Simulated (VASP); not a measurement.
Write the native input for VASP 6.6.1 that does the following.

| Quantity | Value |
| --- | --- |
| Task | single point |
| Functional | PBE |
| Potentials or basis | VASP PAW PBE potentials, release 64 (In_d, As) |
| Cutoff | 520 eV |
| k mesh | 3 × 3 × 3 |
| Occupations | gaussian, width 0.2 eV |
| Spin | no spin polarisation |
| Dipole correction | no |
| Further INCAR settings | ALGO = Normal; EDIFF = 1e-07; NBANDS = 50 |

The structure of In6As lies in POSCAR:

```
In6As
1.0
    4.8069603950      2.7752998780      2.3827964362
   -4.8069603950      2.7752998780      2.3827964362
    0.0000000000     -5.5505997561      2.3827964362
In As
6 1
Direct
    0.5154745597      0.2716003492      0.1011840535
    0.4845254403      0.7283996508      0.8988159465
    0.2716003492      0.1011840535      0.5154745597
    0.7283996508      0.8988159465      0.4845254403
    0.8988159465      0.4845254403      0.7283996508
    0.1011840535      0.5154745597      0.2716003492
    0.0000000000      0.0000000000      0.0000000000
```

The input as run:

INCAR

```
PREC = Accurate
ENCUT = 520
EDIFF = 1E-7
ISMEAR = 0
SIGMA = 0.2
LREAL = F
LASPH = T
NELM = 80
ALGO = Normal
ISIF = 2
LWAVE = F
LCHARG = F
GGA = PE
NBANDS = 50
```

KPOINTS

```
Automatic mesh
0
Gamma
  3 3 3
```

Potentials or basis: VASP PAW PBE potentials, release 64 (In_d, As).

Run with:

```sh
$ cat potpaw_PBE.64/In_d/POTCAR potpaw_PBE.64/As/POTCAR > POTCAR
$ mpirun -np 1 vasp_std > vasp.out
```

It gave:

```yaml
Pressure: 0.3 GPa
Largest_force: 0.056 eV/Å
Band_gap_on_the_k_mesh: zero (an odd number of electrons rules out a gap without spin polarisation)
```

Caveat: the k points lie up to 0.39 Å⁻¹ apart, too coarse for converged energies and pressures of a metal; spin-orbit coupling is left out, which moves the levels of the heavy elements.

Run time: 41 s on 1 thread of Intel(R) Xeon(R) 6975P-C (Granite Rapids), with other jobs on the host, peak memory 0.34 GiB.
